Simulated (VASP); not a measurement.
# C (P6_3/mmc) in VASP: settings compared

C is run at these levels: PBE, revPBE, BLYP; tasks: single point, relaxation of cell and atoms.

All numbers are computed with VASP 6.6.1; they aren't measurements. Logs are shortened: lines on timing, memory, paths and dates and some standing lists are left out, and cuts for length are marked.

## (1) The cell of the first run

Symmetry: P6_3/mmc, No. 194, hexagonal system. The conventional cell has a = 2.520 Å, b = 2.520 Å, c = 12.429 Å, α = 90.00°, β = 90.00°, γ = 120.00°. C (site symmetry 3m) has 4 C at 1.55 Å within 2.1 Å. C (site symmetry 3m) has 4 C at 1.54 to 1.55 Å within 2.1 Å. C (site symmetry 3m) has 4 C at 1.55 to 1.57 Å within 2.1 Å.

## (2) Single point, PBE

INCAR

```
PREC = Accurate ; ENCUT = 520
EDIFF = 1E-6 ; ISMEAR = -1
SIGMA = 0.05 ; LREAL = False
LASPH = True ; NELM = 60
ALGO = Normal ; ISIF = 2
LWAVE = False ; LCHARG = False
GGA = PE ; NBANDS = 36
```

KPOINTS

```
regular mesh
0
Gamma
  12 12 3
```

POSCAR

```
C
1.0
    2.5204760123      0.0000000000      0.0000000000
   -1.2602380062      2.1827962563      0.0000000000
    0.0000000000      0.0000000000     12.4290080891
C
12
Direct
    0.6666666667      0.3333333333      0.3549094670
    0.3333333333      0.6666666667      0.8549094670
    0.6666666667      0.3333333333      0.1450905330
    0.3333333333      0.6666666667      0.6450905330
    0.6666666667      0.3333333333      0.4792333652
    0.3333333333      0.6666666667      0.9792333652
    0.6666666667      0.3333333333      0.0207666348
    0.3333333333      0.6666666667      0.5207666348
    0.0000000000      0.0000000000      0.8131423854
    0.0000000000      0.0000000000      0.3131423854
    0.0000000000      0.0000000000      0.6868576146
    0.0000000000      0.0000000000      0.1868576146
```

Potentials or basis: VASP PAW PBE potentials, release 64 (C).

The run is started by

```bash
$ cat potpaw_PBE.64/C/POTCAR > POTCAR
$ mpirun -np 1 vasp_std > vasp.out
```

OUTCAR:

```text
PREC = Accurate
   ENCUT = 520
   EDIFF = 1E-6
   ISMEAR = -1
   LREAL = False
   LASPH = True
   NELM = 60
   ISIF = 2
   GGA = PE

 ion  position               nearest neighbor table
   1  0.667  0.333  0.355-  10 1.55  10 1.55  10 1.55   5 1.55
   2  0.333  0.667  0.855-   9 1.55   9 1.55   9 1.55   6 1.55
   3  0.667  0.333  0.145-  12 1.55  12 1.55  12 1.55   7 1.55
   4  0.333  0.667  0.645-  11 1.55  11 1.55  11 1.55   8 1.55
   5  0.667  0.333  0.479-   8 1.54   8 1.54   8 1.54   1 1.55
   6  0.333  0.667  0.979-   7 1.54   7 1.54   7 1.54   2 1.55
   7  0.667  0.333  0.021-   6 1.54   6 1.54   6 1.54   3 1.55
   8  0.333  0.667  0.521-   5 1.54   5 1.54   5 1.54   4 1.55
   9  0.000  0.000  0.813-   2 1.55   2 1.55   2 1.55  11 1.57
  10  0.000  0.000  0.313-   1 1.55   1 1.55   1 1.55  12 1.57
  11  0.000  0.000  0.687-   4 1.55   4 1.55   4 1.55   9 1.57
  12  0.000  0.000  0.187-   3 1.55   3 1.55   3 1.55  10 1.57

  LATTYP: Found a hexagonal cell.
 ALAT       =     2.5204760123
 C/A-ratio  =     4.9312145914

  Lattice vectors:

 A1 = (   2.5204760123,   0.0000000000,   0.0000000000)
 A2 = (  -1.2602380062,   2.1827962563,   0.0000000000)
 A3 = (   0.0000000000,   0.0000000000,  12.4290080891)

Analysis of symmetry for initial positions (statically):
=====================================================================
 Subroutine PRICEL returns:
 Original cell was already a primitive cell.

 Routine SETGRP: Setting up the symmetry group for a
 hexagonal supercell.

 Subroutine GETGRP returns: Found 24 space group operations
 (whereof 12 operations were pure point group operations)
 out of a pool of 24 trial point group operations.

The static configuration has the point symmetry D_3d.
 The point group associated with its full space group is D_6h.

Analysis of symmetry for dynamics (positions and initial velocities):
=====================================================================
 Subroutine PRICEL returns:
 Original cell was already a primitive cell.

 Routine SETGRP: Setting up the symmetry group for a
 hexagonal supercell.

 Subroutine GETGRP returns: Found 24 space group operations
 (whereof 12 operations were pure point group operations)
 out of a pool of 24 trial point group operations.

The dynamic configuration has the point symmetry D_3d.
 The point group associated with its full space group is D_6h.

 Subroutine INISYM returns: Found 24 space group operations
 (whereof 12 operations are pure point group operations),
 and found     1 'primitive' translations

----------------------------------------------------------------------------------------

                                     Primitive cell

  volume of cell :      68.3805

  direct lattice vectors                    reciprocal lattice vectors
     2.520476012  0.000000000  0.000000000     0.396750453  0.229063981  0.000000000
    -1.260238006  2.182796256  0.000000000     0.000000000  0.458127962  0.000000000
     0.000000000  0.000000000 12.429008089     0.000000000  0.000000000  0.080456943

  length of vectors
     2.520476012  2.520476012 12.429008089     0.458127962  0.458127962  0.080456943

  position of ions in fractional coordinates (direct lattice)
     0.666666667  0.333333333  0.354909467
     0.333333333  0.666666667  0.854909467
     0.666666667  0.333333333  0.145090533
     0.333333333  0.666666667  0.645090533
     0.666666667  0.333333333  0.479233365
     0.333333333  0.666666667  0.979233365
     0.666666667  0.333333333  0.020766635
     0.333333333  0.666666667  0.520766635
     0.000000000  0.000000000  0.813142385
     0.000000000  0.000000000  0.313142385
     0.000000000  0.000000000  0.686857615
     0.000000000  0.000000000  0.186857615

  ion indices of the primitive-cell ions
   primitive index   ion index
                 1           1
                 2           2
                 3           3
                 4           4
                 5           5
                 6           6
                 7           7
                 8           8
                 9           9
                10          10
                11          11
                12          12

----------------------------------------------------------------------------------------

 KPOINTS: regular mesh

Automatic generation of k-mesh.
 Grid dimensions read from file:
 generate k-points for:   12   12    3

 Generating k-lattice:

  Cartesian coordinates                     Fractional coordinates (reciprocal lattice)
     0.033062538  0.019088665  0.000000000     0.083333333  0.000000000  0.000000000
     0.000000000  0.038177330  0.000000000     0.000000000  0.083333333  0.000000000
     0.000000000  0.000000000  0.026818981     0.000000000  0.000000000  0.333333333

  Length of vectors
     0.038177330  0.038177330  0.026818981

  Shift w.r.t. Gamma in fractional coordinates (k-lattice)
     0.000000000  0.000000000  0.000000000

 Subroutine IBZKPT returns following result:
 ===========================================

 Found     38 irreducible k-points:

 Following reciprocal coordinates:
            Coordinates               Weight
  0.000000  0.000000  0.000000      1.000000
  0.083333  0.000000  0.000000      6.000000
  0.166667  0.000000  0.000000      6.000000
  0.250000  0.000000  0.000000      6.000000
  0.333333  0.000000  0.000000      6.000000
  0.416667  0.000000  0.000000      6.000000
[... 16 lines left out ...]
  0.250000  0.000000  0.333333     12.000000
  0.333333  0.000000  0.333333     12.000000
 [... further k-points ...]
   k-points           NKPTS =     38   k-points in BZ     NKDIM =     38   number of bands    NBANDS=     36
   number of dos      NEDOS =    301   number of ions     NIONS =     12
   total plane-waves  NPLWV =  38400
   dimension x,y,z NGX =    20 NGY =   20 NGZ =   96
   dimension x,y,z NGXF=    40 NGYF=   40 NGZF=  192
   ions per type =              12
   NGX,Y,Z   is equivalent  to a cutoff of  13.19, 13.19, 12.84 a.u.
   NGXF,Y,Z  is equivalent  to a cutoff of  26.38, 26.38, 25.68 a.u.
 SYSTEM =  unknown system
   PREC   = accura    normal or accurate (medium, high low for compatibility)
   ISTART =      0    job   : 0-new  1-cont  2-samecut
   ICHARG =      2    charge: 1-file 2-atom 10-const
   ISPIN  =      1    spin polarized calculation?
   LNONCOLLINEAR =      F non collinear calculations
   LSORBIT =      F    spin-orbit coupling
   LASPH  =      T    aspherical Exc in radial PAW
   ENCUT  =  520.0 eV  38.22 Ry    6.18 a.u.   4.69  4.69 23.11*2*pi/ulx,y,z
   NELM   =     60;   NELMIN=  2; NELMDL= -5     # of ELM steps
   EDIFF  = 0.1E-05   stopping-criterion for ELM
   LREAL  =      F    real-space projection
[... 7 lines left out ...]
   TEBEG  =    0.0;   TEEND  =   0.0 temperature during run
   PSTRESS=    0.0 pullay stress
   NELECT =      48.0000    total number of electrons
   NUPDOWN=      -1.0000    fix difference up-down
   EMIN   =  10.00;   EMAX   =-10.00  energy-range for DOS
   EFERMI =   0.00;   METHOD = LEGACY
   ISMEAR =    -1;   SIGMA  =   0.05  broadening in eV -4-tet -1-fermi 0-gaus
   EFERMI_NEDOS =   21; number of points for ismear=-14 and -15
   IALGO  =     38    algorithm
   IMIX   =      4    mixing-type and parameters
     AMIX     =   0.40;   BMIX     =  1.00
     AMIX_MAG =   1.60;   BMIX_MAG =  1.00
  volume/ion in A,a.u.               =       5.70        38.45
  Fermi-wavevector in a.u.,A,eV,Ry     =   1.454938  2.749434 28.801420  2.116845
  Thomas-Fermi vector in A             =   2.572031
   LORBIT       =      0    0 simple, 1 ext, 2 COOP (PROOUT), +10 PAW based schemes
   GGA     = PE    functional components
   LHFCALC =     F    Hartree Fock is set to
   AEXX    =    0.0000 exact exchange contribution
   IVDW    =     0    specifies the selected vdW correction
   LEPSILON=     F    determine dielectric tensor
   LRPA    =     F    only Hartree local field effects (RPA)
 non-spin polarized calculation
  energy-cutoff  :      520.00
  volume of cell :       68.38
 maximum number of plane-waves:      1860
 NGX is ok and might be reduce to    20
   NGX =  9   NGY =  9   NGZ = 47

 number of electron      47.9999996 magnetization

 Free energy of the ion-electron system (eV)
  ---------------------------------------------------
  ext. energy  EPLUGINS =         0.00000000
  ---------------------------------------------------
  free energy    TOTEN  =      -109.04399543 eV

  energy without entropy =     -109.04399543  energy(sigma->0) =     -109.04399543

 E-fermi :  10.6789     XC(G=0): -13.2263

 val. band max:        9.7499426663   @ k =   0.0000   0.0000   0.0000
 cond. band min:      14.1864765703   @ k =   0.3333   0.0000   0.0000
 fundamental gap:      4.4365339039
 Fermi energy:        10.6788822764

 k-point     1 :       0.0000    0.0000    0.0000
  band No.  band energies     occupation
      1     -11.7622      2.00000
      2     -11.0420      2.00000
      3     -10.9646      2.00000
      4      -8.8112      2.00000
      5      -8.7491      2.00000
      6      -6.0824      2.00000
[... 28 lines left out ...]
     35      17.7102      0.00000
     36      17.8350      0.00000

 k-point     2 :       0.0833    0.0000    0.0000
  band No.  band energies     occupation
      1     -11.5912      2.00000
      2     -10.8720      2.00000
      3     -10.7950      2.00000
      4      -8.6459      2.00000
      5      -8.5846      2.00000
      6      -5.9303      2.00000
[... 28 lines left out ...]
     35      18.1481      0.00000
     36      18.3931      0.00000
[... 817 lines left out ...]
     35      19.4407      0.00000
     36      19.7934      0.00000

 k-point    24 :       0.3333    0.0000    0.3333
  band No.  band energies     occupation
      1      -8.9895      2.00000
      2      -8.7449      2.00000
      3      -7.7740      2.00000
      4      -7.0629      2.00000
      5      -5.2621      2.00000
      6      -4.2898      2.00000
[... 28 lines left out ...]
     35      18.8280      0.00000
     36      19.4555      0.00000

 [... further k-points ...]
[... 5 lines left out ...]
  --------------------------------------------------------------------------------------
  -------------------------------------------------------------------------------------
  Total        0.2845645      0.2845645      0.2650664     -0.0000000      0.0000000     -0.0000000
  in kB        6.6674388      6.6674388      6.2105919     -0.0000000      0.0000000     -0.0000000
  external PRESSURE =       6.5151565 kB  Pullay stress =       0.0000000 kB

 VOLUME and BASIS-vectors are now :
 -----------------------------------------------------------------------------
  energy-cutoff  :      520.00
  volume of cell :       68.38
      direct lattice vectors                 reciprocal lattice vectors
     2.520476012  0.000000000  0.000000000     0.396750453  0.229063981  0.000000000
    -1.260238006  2.182796256  0.000000000     0.000000000  0.458127962  0.000000000
     0.000000000  0.000000000 12.429008089     0.000000000  0.000000000  0.080456943

 POSITION                                       TOTAL-FORCE (eV/Angst)
 -----------------------------------------------------------------------------------
      1.26024      0.72760      4.41117         0.000000     -0.000000     -0.000850
     -0.00000      1.45520     10.62568        -0.000000      0.000000     -0.000850
      1.26024      0.72760      1.80333         0.000000     -0.000000      0.000850
     -0.00000      1.45520      8.01784        -0.000000      0.000000      0.000850
      1.26024      0.72760      5.95640        -0.000000      0.000000     -0.000351
     -0.00000      1.45520     12.17090         0.000000     -0.000000     -0.000351
      1.26024      0.72760      0.25811        -0.000000      0.000000      0.000351
     -0.00000      1.45520      6.47261         0.000000     -0.000000      0.000351
      0.00000      0.00000     10.10655        -0.000000      0.000000     -0.004525
      0.00000      0.00000      3.89205         0.000000     -0.000000     -0.004525
      0.00000      0.00000      8.53696        -0.000000      0.000000      0.004525
      0.00000      0.00000      2.32245         0.000000     -0.000000      0.004525
 -----------------------------------------------------------------------------------
    total drift:                               -0.000000      0.000000      0.000000

  FREE ENERGIE OF THE ION-ELECTRON SYSTEM (eV)
  ---------------------------------------------------
  free  energy   TOTEN  =      -109.0439954264 eV

  energy  without entropy=     -109.0439954263  energy(sigma->0) =     -109.04399543
```

Wall time 2.1 min (1 thread of Intel Xeon 8259CL, shared host); peak memory 0.21 GiB.

What came out:

```
Free energy            : -109.0440 eV
Pressure               : 0.7 GPa
Largest force          : 0.005 eV/Å
Band gap on the k mesh : 4.44 eV (least direct gap 5.38 eV)
```

Forces in eV/Å, atoms in the order of the input:
```
C    0.000  0.000 -0.001
C    0.000  0.000 -0.001
C    0.000  0.000  0.001
C    0.000  0.000  0.001
C    0.000  0.000  0.000
C    0.000  0.000  0.000
C    0.000  0.000  0.000
C    0.000  0.000  0.000
C    0.000  0.000 -0.005
C    0.000  0.000 -0.005
C    0.000  0.000  0.005
C    0.000  0.000  0.005
```

Levels at points of the mesh, in eV from the valence-band top:
```tsv
k point	band 22	band 23	band 24	band 25	band 26	band 27
(0.00, 0.00, 0.00)	-0.15	0.00	0.00	5.38	5.38	5.50
(0.50, 0.00, 0.00)	-4.01	-3.60	-2.90	4.61	5.21	5.27
```

Caveat: an odd mesh through Γ misses points on the zone boundary, where band edges can lie.

## (3) Single point, revPBE

This run uses another cell than the first one, of 5.76 Å³/atom.

INCAR

```
PREC     = Accurate       # precision mode
ENCUT    = 520            # plane-wave cutoff, eV
EDIFF    = 1E-7           # SCF threshold, eV
ISMEAR   = -1             # smearing method
SIGMA    = 0.05           # smearing width, eV
LREAL    = False          # projectors in reciprocal space
LASPH    = True           # aspherical terms in the spheres
NELM     = 80             # most SCF steps
ALGO     = Normal         # electronic algorithm
ISIF     = 2              # what is computed and relaxed
LWAVE    = False          # write WAVECAR
LCHARG   = True           # write CHGCAR
GGA      = RE             # functional
LELF     = True           # ELF
LVHAR    = True         
NBANDS   = 36             # bands
```

KPOINTS is that of step 2.

POSCAR

```
C
1.0
    2.5295393078      0.0000000000      0.0000000000
   -1.2647696539      2.1906453005      0.0000000000
    0.0000000000      0.0000000000     12.4725925733
C
12
Direct
    0.6666666667      0.3333333333      0.3549017419
    0.3333333333      0.6666666667      0.8549017419
    0.6666666667      0.3333333333      0.1450982581
    0.3333333333      0.6666666667      0.6450982581
    0.6666666667      0.3333333333      0.4792339578
    0.3333333333      0.6666666667      0.9792339578
    0.6666666667      0.3333333333      0.0207660422
    0.3333333333      0.6666666667      0.5207660422
    0.0000000000      0.0000000000      0.8131419864
    0.0000000000      0.0000000000      0.3131419864
    0.0000000000      0.0000000000      0.6868580136
    0.0000000000      0.0000000000      0.1868580136
```

Potentials or basis: VASP PAW PBE potentials, release 64 (C).

The run is started by

```bash
$ cat potpaw_PBE.64/C/POTCAR > POTCAR
$ mpirun -np 1 vasp_std > vasp.out
```

OUTCAR:

```text
PREC = Accurate
   ENCUT = 520
   EDIFF = 1E-7
   ISMEAR = -1
   LREAL = False
   LASPH = True
   NELM = 80
   ISIF = 2
   GGA = RE

 ion  position               nearest neighbor table
   1  0.667  0.333  0.355-  10 1.55  10 1.55  10 1.55   5 1.55
   2  0.333  0.667  0.855-   9 1.55   9 1.55   9 1.55   6 1.55
   3  0.667  0.333  0.145-  12 1.55  12 1.55  12 1.55   7 1.55
   4  0.333  0.667  0.645-  11 1.55  11 1.55  11 1.55   8 1.55
   5  0.667  0.333  0.479-   8 1.55   8 1.55   8 1.55   1 1.55
   6  0.333  0.667  0.979-   7 1.55   7 1.55   7 1.55   2 1.55
   7  0.667  0.333  0.021-   6 1.55   6 1.55   6 1.55   3 1.55
[... 1169 lines left out ...]
  energy-cutoff  :      520.00
  volume of cell :       69.11
      direct lattice vectors                 reciprocal lattice vectors
     2.529539308  0.000000000  0.000000000     0.395328903  0.228243249  0.000000000
    -1.264769654  2.190645300  0.000000000     0.000000000  0.456486497  0.000000000
     0.000000000  0.000000000 12.472592573     0.000000000  0.000000000  0.080175793

 POSITION                                       TOTAL-FORCE (eV/Angst)
 -----------------------------------------------------------------------------------
      1.26477      0.73022      4.42654         0.000000      0.000000     -0.001404
     -0.00000      1.46043     10.66284        -0.000000      0.000000     -0.001404
      1.26477      0.73022      1.80975         0.000000      0.000000      0.001404
     -0.00000      1.46043      8.04605         0.000000     -0.000000      0.001404
      1.26477      0.73022      5.97729        -0.000000     -0.000000     -0.000432
     -0.00000      1.46043     12.21359        -0.000000      0.000000     -0.000432
      1.26477      0.73022      0.25901        -0.000000     -0.000000      0.000432
     -0.00000      1.46043      6.49530         0.000000     -0.000000      0.000432
      0.00000      0.00000     10.14199         0.000000      0.000000     -0.004534
      0.00000      0.00000      3.90569         0.000000     -0.000000     -0.004534
      0.00000      0.00000      8.56690         0.000000      0.000000      0.004534
      0.00000      0.00000      2.33060         0.000000     -0.000000      0.004534
 -----------------------------------------------------------------------------------
    total drift:                                0.000000     -0.000000      0.000000

  FREE ENERGIE OF THE ION-ELECTRON SYSTEM (eV)
  ---------------------------------------------------
  free  energy   TOTEN  =      -104.2113628130 eV

  energy  without entropy=     -104.2113628130  energy(sigma->0) =     -104.21136281
```

OSZICAR:

```text
N       E                     dE             d eps       ncg     rms          rms(c)
DAV:   1     0.131472745433E+03    0.13147E+03   -0.25484E+04  2736   0.131E+03
DAV:   2    -0.979570534930E+02   -0.22943E+03   -0.21418E+03  3568   0.253E+02
DAV:   3    -0.107398534828E+03   -0.94415E+01   -0.93615E+01  3628   0.467E+01
DAV:   4    -0.107520142039E+03   -0.12161E+00   -0.12122E+00  3592   0.556E+00
DAV:   5    -0.107523075256E+03   -0.29332E-02   -0.29302E-02  3568   0.762E-01    0.136E+01
DAV:   6    -0.105024598250E+03    0.24985E+01   -0.16154E+00  3248   0.595E+00    0.819E+00
DAV:   7    -0.104205711733E+03    0.81889E+00   -0.21114E+00  3216   0.709E+00    0.156E+00
DAV:   8    -0.104210762910E+03   -0.50512E-02   -0.61508E-02  3464   0.116E+00    0.130E-01
DAV:   9    -0.104211211309E+03   -0.44840E-03   -0.15925E-03  3608   0.222E-01    0.449E-02
DAV:  10    -0.104211296806E+03   -0.85497E-04   -0.10773E-04  3324   0.582E-02    0.245E-02
DAV:  11    -0.104211358600E+03   -0.61794E-04   -0.56979E-05  3228   0.461E-02    0.519E-03
DAV:  12    -0.104211362903E+03   -0.43033E-05   -0.55747E-06  3568   0.143E-02    0.144E-03
DAV:  13    -0.104211362813E+03    0.90457E-07   -0.15447E-07  2680   0.233E-03
   1 F= -.10421136E+03 E0= -.10421136E+03  d E =-.115127E-10
```

Run time: 2 min. Hardware: 1 thread of Intel Xeon 8259CL, shared host; peak memory 0.21 GiB.

Results:

```yaml
Free_energy: -104.2114 eV
Pressure: 0.5 GPa
Largest_force: 0.005 eV/Å
Band_gap_on_the_k_mesh: 4.40 eV (least direct gap 5.35 eV)
```

Forces on the atoms (eV/Å):
```
C    0.000  0.000 -0.001
C    0.000  0.000 -0.001
C    0.000  0.000  0.001
C    0.000  0.000  0.001
C    0.000  0.000  0.000
C    0.000  0.000  0.000
C    0.000  0.000  0.000
C    0.000  0.000  0.000
C    0.000  0.000 -0.005
C    0.000  0.000 -0.005
C    0.000  0.000  0.005
C    0.000  0.000  0.005
```

Caveat: the PAW data sets were made with another functional, which shifts forces and pressure a little; an odd mesh through Γ misses points on the zone boundary, where band edges can lie.

(Continued in part 2 of 2.)
